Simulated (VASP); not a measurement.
# CoC2 (I4/mmm) in VASP: further runs

The runs below take CoC2 through single point, relaxation of cell and atoms, with PBE.

Program: VASP 6.6.1. These are calculated values, not measurements. Logs are shortened: lines on timing, memory, paths and dates and some standing lists are left out, and cuts for length are marked.

### Step 1. The cell of the first run

It takes space group I4/mmm (No. 139, tetragonal). The conventional cell has a = 2.705 Å, b = 2.705 Å, c = 6.636 Å, α = 90.00°, β = 90.00°, γ = 90.00°. Within 2.9 Å of Co (site symmetry 4/mmm) lie 10 C at 2.20 to 2.22 Å and 4 Co at 2.70 Å. Within 2.9 Å of C (site symmetry 4mm) lie 9 C at 2.19 to 2.70 Å and 5 Co at 2.20 to 2.22 Å.

### Step 2. Single point, PBE, collinear spin, ferromagnetic start

The input, INCAR:

```
  PREC = Accurate
  ENCUT = 520
  EDIFF = 1E-6
  ISMEAR = 0
  SIGMA = 0.1
  LREAL = False
  LASPH = True
  NELM = 150
  ALGO = Normal
  ISIF = 2
  LWAVE = False
  LCHARG = False
  ISPIN = 2
  MAGMOM = 3 0 0
  LORBIT = 11
  LMAXMIX = 4
  GGA = PE
  NBANDS = 20
```

The input, KPOINTS:

```
regular mesh
0
Gamma
  10 10 10
```

The input, POSCAR:

```
CoC2
1.0
   -1.3524995508      1.3524995508      3.3178504605
    1.3524995508     -1.3524995508      3.3178504605
    1.3524995508      1.3524995508     -3.3178504605
Co C
1 2
Direct
    0.0000000000      0.0000000000      0.0000000000
    0.6650000000      0.6650000000      0.0000000000
    0.3350000000      0.3350000000      0.0000000000
```

Potentials or basis: VASP PAW PBE potentials, release 64 (Co, C).

Run with:

```console
$ cat potpaw_PBE.64/Co/POTCAR potpaw_PBE.64/C/POTCAR > POTCAR
$ mpirun -np 1 vasp_std > vasp.out
```

OUTCAR:

```text
PREC = Accurate
   ENCUT = 520
   EDIFF = 1E-6
   ISMEAR = 0
   LREAL = False
   LASPH = True
   NELM = 150
   ISIF = 2
   ISPIN = 2
   LORBIT = 11
   GGA = PE

 ion  position               nearest neighbor table
   1  0.000  0.000  0.000-   2 2.20   2 2.20   2 2.20   3 2.20   2 2.20   3 2.20   3 2.20   3 2.20
                             2 2.22   3 2.22
   2  0.665  0.665  0.000-   1 2.20   1 2.20   1 2.20   1 2.20   1 2.22
   3  0.335  0.335  0.000-   1 2.20   1 2.20   1 2.20   1 2.20   1 2.22

  LATTYP: Found a body centered tetragonal cell.
 ALAT       =     2.7049991016
 C/A-ratio  =     2.4531250000

  Lattice vectors:

 A1 = (  -1.3524995508,   1.3524995508,   3.3178504605)
 A2 = (   1.3524995508,  -1.3524995508,   3.3178504605)
 A3 = (   1.3524995508,   1.3524995508,  -3.3178504605)

Analysis of symmetry for initial positions (statically):
=====================================================================
 Subroutine PRICEL returns:
 Original cell was already a primitive cell.

 Routine SETGRP: Setting up the symmetry group for a
 body centered tetragonal supercell.

 Subroutine GETGRP returns: Found 16 space group operations
 (whereof 16 operations were pure point group operations)
 out of a pool of 16 trial point group operations.

The static configuration has the point symmetry D_4h.

Analysis of symmetry for dynamics (positions and initial velocities):
=====================================================================
 Subroutine PRICEL returns:
 Original cell was already a primitive cell.

 Routine SETGRP: Setting up the symmetry group for a
 body centered tetragonal supercell.

 Subroutine GETGRP returns: Found 16 space group operations
 (whereof 16 operations were pure point group operations)
 out of a pool of 16 trial point group operations.

The dynamic configuration has the point symmetry D_4h.

Analysis of structural, dynamic, and magnetic symmetry:
=====================================================================
 Subroutine PRICEL returns:
 Original cell was already a primitive cell.

 Routine SETGRP: Setting up the symmetry group for a
 body centered tetragonal supercell.

 Subroutine GETGRP returns: Found 16 space group operations
 (whereof 16 operations were pure point group operations)
 out of a pool of 16 trial point group operations.

The overall configuration has the point symmetry D_4h.

 Subroutine INISYM returns: Found 16 space group operations
 (whereof 16 operations are pure point group operations),
 and found     1 'primitive' translations

----------------------------------------------------------------------------------------

                                     Primitive cell

  volume of cell :      24.2768

  direct lattice vectors                    reciprocal lattice vectors
    -1.352499551  1.352499551  3.317850460     0.000000000  0.369685890  0.150699981
     1.352499551 -1.352499551  3.317850460     0.369685890  0.000000000  0.150699981
     1.352499551  1.352499551 -3.317850460     0.369685890  0.369685890  0.000000000

  length of vectors
     3.829705178  3.829705178  3.829705178     0.399221920  0.399221920  0.522814799

  position of ions in fractional coordinates (direct lattice)
     0.000000000  0.000000000  0.000000000
     0.665000000  0.665000000  0.000000000
     0.335000000  0.335000000  0.000000000

  ion indices of the primitive-cell ions
   primitive index   ion index
                 1           1
                 2           2
                 3           3

----------------------------------------------------------------------------------------

 KPOINTS: regular mesh

Automatic generation of k-mesh.
 Grid dimensions read from file:
 generate k-points for:   10   10   10

 Generating k-lattice:

  Cartesian coordinates                     Fractional coordinates (reciprocal lattice)
     0.000000000  0.036968589  0.015069998     0.100000000 -0.000000000  0.000000000
     0.036968589  0.000000000  0.015069998    -0.000000000  0.100000000  0.000000000
     0.036968589  0.036968589  0.000000000     0.000000000  0.000000000  0.100000000

  Length of vectors
     0.039922192  0.039922192  0.052281480

  Shift w.r.t. Gamma in fractional coordinates (k-lattice)
     0.000000000  0.000000000  0.000000000

 Subroutine IBZKPT returns following result:
 ===========================================

 Found    102 irreducible k-points:

 Following reciprocal coordinates:
            Coordinates               Weight
  0.000000  0.000000  0.000000      1.000000
  0.100000  0.000000  0.000000      8.000000
  0.200000  0.000000  0.000000      8.000000
  0.300000  0.000000 -0.000000      8.000000
  0.400000  0.000000  0.000000      8.000000
  0.500000  0.000000 -0.000000      4.000000
[... 16 lines left out ...]
  0.300000  0.300000 -0.000000      8.000000
  0.400000  0.300000  0.000000     16.000000
 [... further k-points ...]
   k-points           NKPTS =    102   k-points in BZ     NKDIM =    102   number of bands    NBANDS=     20
   number of dos      NEDOS =    301   number of ions     NIONS =      3
   total plane-waves  NPLWV =  21952
   dimension x,y,z NGX =    28 NGY =   28 NGZ =   28
   dimension x,y,z NGXF=    56 NGYF=   56 NGZF=   56
   ions per type =               1   2
   NGX,Y,Z   is equivalent  to a cutoff of  12.15, 12.15, 12.15 a.u.
   NGXF,Y,Z  is equivalent  to a cutoff of  24.31, 24.31, 24.31 a.u.
 SYSTEM =  unknown system
   PREC   = accura    normal or accurate (medium, high low for compatibility)
   ISTART =      0    job   : 0-new  1-cont  2-samecut
   ICHARG =      2    charge: 1-file 2-atom 10-const
   ISPIN  =      2    spin polarized calculation?
   LNONCOLLINEAR =      F non collinear calculations
   LSORBIT =      F    spin-orbit coupling
   LASPH  =      T    aspherical Exc in radial PAW
   ENCUT  =  520.0 eV  38.22 Ry    6.18 a.u.   7.12  7.12  7.12*2*pi/ulx,y,z
   NELM   =    150;   NELMIN=  2; NELMDL= -5     # of ELM steps
   EDIFF  = 0.1E-05   stopping-criterion for ELM
   LREAL  =      F    real-space projection
   EDIFFG = 0.1E-04   stopping-criterion for IOM
   NSW    =      0    number of steps for IOM
   IBRION =     -1    ionic relax: 0-MD 1-quasi-New 2-CG
   NFREE  =      0    steps in history (QN), initial steepest desc. (CG)
   ISIF   =      2    stress and relaxation
   ISYM   =      2    0-nonsym 1-usesym 2-fastsym
   POTIM  = 0.5000    time-step for ionic-motion
   TEBEG  =    0.0;   TEEND  =   0.0 temperature during run
   PSTRESS=    0.0 pullay stress
   NELECT =      17.0000    total number of electrons
   NUPDOWN=      -1.0000    fix difference up-down
   EMIN   =  10.00;   EMAX   =-10.00  energy-range for DOS
   EFERMI =   0.00;   METHOD = LEGACY
   ISMEAR =     0;   SIGMA  =   0.10  broadening in eV -4-tet -1-fermi 0-gaus
   EFERMI_NEDOS =   21; number of points for ismear=-14 and -15
   IALGO  =     38    algorithm
   IMIX   =      4    mixing-type and parameters
     AMIX     =   0.40;   BMIX     =  1.00
     AMIX_MAG =   1.60;   BMIX_MAG =  1.00
  volume/ion in A,a.u.               =       8.09        54.61
  Fermi-wavevector in a.u.,A,eV,Ry     =   1.453765  2.747217 28.754985  2.113432
  Thomas-Fermi vector in A             =   2.570993
   LORBIT       =     11    0 simple, 1 ext, 2 COOP (PROOUT), +10 PAW based schemes
   GGA     = PE    functional components
   LHFCALC =     F    Hartree Fock is set to
   AEXX    =    0.0000 exact exchange contribution
   IVDW    =     0    specifies the selected vdW correction
   LEPSILON=     F    determine dielectric tensor
   LRPA    =     F    only Hartree local field effects (RPA)
 spin polarized calculation
 Gauss-broadening in eV      SIGMA  =   0.10
  energy-cutoff  :      520.00
  volume of cell :       24.28
 maximum number of plane-waves:       669
   NGX = 15   NGY = 15   NGZ = 15

 number of electron      17.0000001 magnetization       0.0006732

 Free energy of the ion-electron system (eV)
  ---------------------------------------------------
  ext. energy  EPLUGINS =         0.00000000
  ---------------------------------------------------
  free energy    TOTEN  =       -19.27600907 eV

  energy without entropy =      -19.26602576  energy(sigma->0) =      -19.27101742

 E-fermi :   9.2888     XC(G=0): -13.2111

 val. band max:        9.2477730404   @ k =  -0.4000   0.1000   0.0000
 cond. band min:       9.2985188946   @ k =   0.3000   0.1000  -0.0000
 fundamental gap:      0.0507458542
 Fermi energy:         9.2887785529

 spin component 1

 k-point     1 :       0.0000    0.0000    0.0000
  band No.  band energies     occupation
      1      -7.1204      1.00000
      2       2.4864      1.00000
      3       3.4741      1.00000
      4       5.9852      1.00000
      5       5.9852      1.00000
      6       6.2905      1.00000
[... 12 lines left out ...]
     19      28.6775      0.00000
[... 513 lines left out ...]
      4       4.8740      1.00000
      5       5.5571      1.00000
      6       6.4571      1.00000
[... 12 lines left out ...]
     19      32.9473      0.00000
     20      34.1706      0.00000

 [... further k-points ...]

 spin component 2

 k-point     1 :       0.0000    0.0000    0.0000
  band No.  band energies     occupation
      1      -7.1204      1.00000
      2       2.4865      1.00000
      3       3.4741      1.00000
      4       5.9858      1.00000
      5       5.9858      1.00000
      6       6.2910      1.00000
[... 12 lines left out ...]
     19      28.6776      0.00000
[... 513 lines left out ...]
      4       4.8741      1.00000
      5       5.5574      1.00000
      6       6.4576      1.00000
[... 12 lines left out ...]
     19      32.9473      0.00000
     20      34.1706      0.00000

 [... further k-points ...]

------------------------ aborting loop because EDIFF is reached ----------------------------------------

  FORCE on cell =-STRESS in cart. coord.  units (eV):
  Direction    XX          YY          ZZ          XY          YZ          ZX
  --------------------------------------------------------------------------------------
  -------------------------------------------------------------------------------------
  Total       -2.5417133     -2.5417133     -5.2497060      0.0000000     -0.0000000      0.0000000
  in kB     -167.7436468   -167.7436468   -346.4611197      0.0000000     -0.0000000      0.0000000
  external PRESSURE =    -227.3161378 kB  Pullay stress =       0.0000000 kB

 VOLUME and BASIS-vectors are now :
 -----------------------------------------------------------------------------
  energy-cutoff  :      520.00
  volume of cell :       24.28
      direct lattice vectors                 reciprocal lattice vectors
    -1.352499551  1.352499551  3.317850460     0.000000000  0.369685890  0.150699981
     1.352499551 -1.352499551  3.317850460     0.369685890  0.000000000  0.150699981
     1.352499551  1.352499551 -3.317850460     0.369685890  0.369685890  0.000000000

 POSITION                                       TOTAL-FORCE (eV/Angst)
 -----------------------------------------------------------------------------------
      0.00000      0.00000      0.00000        -0.000000     -0.000000      0.000000
      0.00000      0.00000      4.41274         0.000000      0.000000      0.001012
      0.00000      0.00000      2.22296        -0.000000     -0.000000     -0.001012
 -----------------------------------------------------------------------------------
    total drift:                               -0.000000     -0.000000      0.000000

  FREE ENERGIE OF THE ION-ELECTRON SYSTEM (eV)
  ---------------------------------------------------
  free  energy   TOTEN  =       -19.2760090719 eV

  energy  without entropy=      -19.2660257583  energy(sigma->0) =      -19.27101742

 total charge

# of ion       s       p       d       tot
------------------------------------------
    1        0.380   0.567   7.391   8.338
    2        0.968   1.160   0.000   2.128
    3        0.968   1.160   0.000   2.128
--------------------------------------------------
tot          2.316   2.888   7.391  12.594

 magnetization (x)

# of ion       s       p       d       tot
------------------------------------------
    1        0.000   0.000   0.001   0.001
    2        0.000  -0.000   0.000  -0.000
    3        0.000  -0.000   0.000  -0.000
--------------------------------------------------
tot          0.000  -0.000   0.001   0.001
```

Run time: 2.1 min. Hardware: 1 thread of Intel Xeon Platinum 8488C (Sapphire Rapids), shared host; peak memory 0.22 GiB.

What came out:

```
Free energy                                           : -19.2760 eV
Pressure                                              : -22.7 GPa
Net moment                                            : 0.00 μB per cell
Valence electrons inside the program's atomic spheres : Co 8.34; C 2.13
```

Caveat: the starting moments collapsed, and a magnetic state may lie lower.

### Step 3. Single point, PBE

This run uses another cell than the first one, of 8.51 Å³/atom, 1.052 times its volume.

The input, INCAR:

```
  PREC = Accurate
  ENCUT = 520
  EDIFF = 1E-6
  ISMEAR = 0
  SIGMA = 0.1
  LREAL = F
  LASPH = T
  NELM = 80
  ALGO = Normal
  ISIF = 2
  LWAVE = F
  LCHARG = F
  GGA = PE
  NBANDS = 16
```

The input, KPOINTS:

```
regular mesh
0
Gamma
  20 20 20
```

The input, POSCAR:

```
CoC2
1.0
   -1.5815495685      1.5815495685      2.5531094489
    1.5815495685     -1.5815495685      2.5531094489
    1.5815495685      1.5815495685     -2.5531094489
Co C
1 2
Direct
    0.0000000000      0.0000000000      0.0000000000
    0.6276240596      0.6276240596      0.0000000000
    0.3723759404      0.3723759404      0.0000000000
```

Potentials or basis: VASP PAW PBE potentials, release 64 (Co, C).

Run with:

```console
$ cat potpaw_PBE.64/Co/POTCAR potpaw_PBE.64/C/POTCAR > POTCAR
$ mpirun -np 1 vasp_std > vasp.out
```

OUTCAR:

```text
PREC = Accurate
   ENCUT = 520
   EDIFF = 1E-6
   ISMEAR = 0
   LREAL = F
   LASPH = T
   NELM = 80
   ISIF = 2
   GGA = PE

 ion  position               nearest neighbor table
   1  0.000  0.000  0.000-   2 1.90   3 1.90   2 2.33   3 2.33   2 2.33   2 2.33   2 2.33   3 2.33
                             3 2.33   3 2.33
   2  0.628  0.628  0.000-   3 1.30   1 1.90   1 2.33   1 2.33   1 2.33   1 2.33
   3  0.372  0.372  0.000-   2 1.30   1 1.90   1 2.33   1 2.33   1 2.33   1 2.33

  LATTYP: Found a body centered tetragonal cell.
 ALAT       =     3.1630991370
 C/A-ratio  =     1.6143088397

  Lattice vectors:

 A1 = (  -1.5815495685,   1.5815495685,   2.5531094489)
 A2 = (   1.5815495685,  -1.5815495685,   2.5531094489)
 A3 = (   1.5815495685,   1.5815495685,  -2.5531094489)

Analysis of symmetry for initial positions (statically):
=====================================================================
 Subroutine PRICEL returns:
 Original cell was already a primitive cell.

 Routine SETGRP: Setting up the symmetry group for a
 body centered tetragonal supercell.

[... 170 lines left out ...]

 val. band max:        8.2950804263   @ k =  -0.3000   0.5000   0.2500
 cond. band min:       8.3015765119   @ k =  -0.1000  -0.2000   0.1000
 fundamental gap:      0.0064960855
 Fermi energy:         8.2999174511

 k-point     1 :       0.0000    0.0000    0.0000
  band No.  band energies     occupation
      1      -8.9623      2.00000
      2       0.9093      2.00000
      3       5.2442      2.00000
      4       5.3286      2.00000
      5       5.3286      2.00000
      6       6.2006      2.00000
[... 433 lines left out ...]
      3       3.1196      2.00000
      4       3.3094      2.00000
      5       3.7657      2.00000
      6       6.5314      2.00000
[... 8 lines left out ...]
     15      21.2429      0.00000
     16      23.2962      0.00000

 [... further k-points ...]

------------------------ aborting loop because EDIFF is reached ----------------------------------------

  FORCE on cell =-STRESS in cart. coord.  units (eV):
  Direction    XX          YY          ZZ          XY          YZ          ZX
  --------------------------------------------------------------------------------------
  -------------------------------------------------------------------------------------
  Total       -0.0218558     -0.0218558      0.0839929      0.0000000     -0.0000000      0.0000000
  in kB       -1.3708231     -1.3708231      5.2681468      0.0000000     -0.0000000      0.0000000
  external PRESSURE =       0.8421669 kB  Pullay stress =       0.0000000 kB

 VOLUME and BASIS-vectors are now :
 -----------------------------------------------------------------------------
  energy-cutoff  :      520.00
  volume of cell :       25.54
      direct lattice vectors                 reciprocal lattice vectors
    -1.581549569  1.581549569  2.553109449     0.000000000  0.316145640  0.195839626
     1.581549569 -1.581549569  2.553109449     0.316145640  0.000000000  0.195839626
     1.581549569  1.581549569 -2.553109449     0.316145640  0.316145640  0.000000000

 POSITION                                       TOTAL-FORCE (eV/Angst)
 -----------------------------------------------------------------------------------
      0.00000      0.00000      0.00000         0.000000      0.000000      0.000000
      0.00000      0.00000      3.20479        -0.000000     -0.000000      0.067643
      0.00000      0.00000      1.90143         0.000000      0.000000     -0.067643
 -----------------------------------------------------------------------------------
    total drift:                                0.000000      0.000000      0.000000

  FREE ENERGIE OF THE ION-ELECTRON SYSTEM (eV)
  ---------------------------------------------------
  free  energy   TOTEN  =       -22.0182516014 eV

  energy  without entropy=      -22.0113964926  energy(sigma->0) =      -22.01482405
```

OSZICAR:

```text
N       E                     dE             d eps       ncg     rms          rms(c)
DAV:   1     0.704181500310E+02    0.70418E+02   -0.74421E+03 20904   0.114E+03
DAV:   2    -0.216063199622E+02   -0.92024E+02   -0.81149E+02 24416   0.237E+02
DAV:   3    -0.265399450683E+02   -0.49336E+01   -0.47954E+01 24792   0.589E+01
DAV:   4    -0.266221269060E+02   -0.82182E-01   -0.82084E-01 25760   0.783E+00
DAV:   5    -0.266245326325E+02   -0.24057E-02   -0.24057E-02 25712   0.133E+00    0.200E+01
DAV:   6    -0.345976047923E+02   -0.79731E+01   -0.32171E+01 22624   0.138E+02    0.340E+01
DAV:   7    -0.220022785086E+02    0.12595E+02   -0.20011E+01 24288   0.121E+02    0.332E+00
DAV:   8    -0.220391848139E+02   -0.36906E-01   -0.12824E+00 23424   0.909E+00    0.207E+00
DAV:   9    -0.220199184603E+02    0.19266E-01   -0.42387E-02 30016   0.379E+00    0.498E-01
DAV:  10    -0.220181798223E+02    0.17386E-02   -0.65529E-03 25952   0.134E+00    0.130E-01
DAV:  11    -0.220182263687E+02   -0.46546E-04   -0.64282E-04 26192   0.201E-01    0.576E-02
DAV:  12    -0.220182543477E+02   -0.27979E-04   -0.40614E-05 27176   0.973E-02    0.212E-02
DAV:  13    -0.220182516792E+02    0.26685E-05   -0.58897E-06 25384   0.463E-02    0.406E-03
DAV:  14    -0.220182516014E+02    0.77861E-07   -0.48918E-07 12336   0.716E-03
   1 F= -.22018252E+02 E0= -.22014824E+02  d E =-.685511E-02
```

Run time: 4.3 min. Hardware: 1 thread of Intel Xeon Platinum 8488C (Sapphire Rapids), shared host; peak memory 0.37 GiB.

What came out:

| Property | Result |
| --- | --- |
| Free energy | -22.0183 eV |
| Pressure | 0.1 GPa |
| Largest force | 0.068 eV/Å |

Forces on the atoms (eV/Å):
```
Co   0.000  0.000  0.000
C    0.000  0.000  0.068
C    0.000  0.000 -0.068
```

Spin polarisation is off, so any magnetic state and its effect on volume and gap are missing.

[end of part 1 of 2]
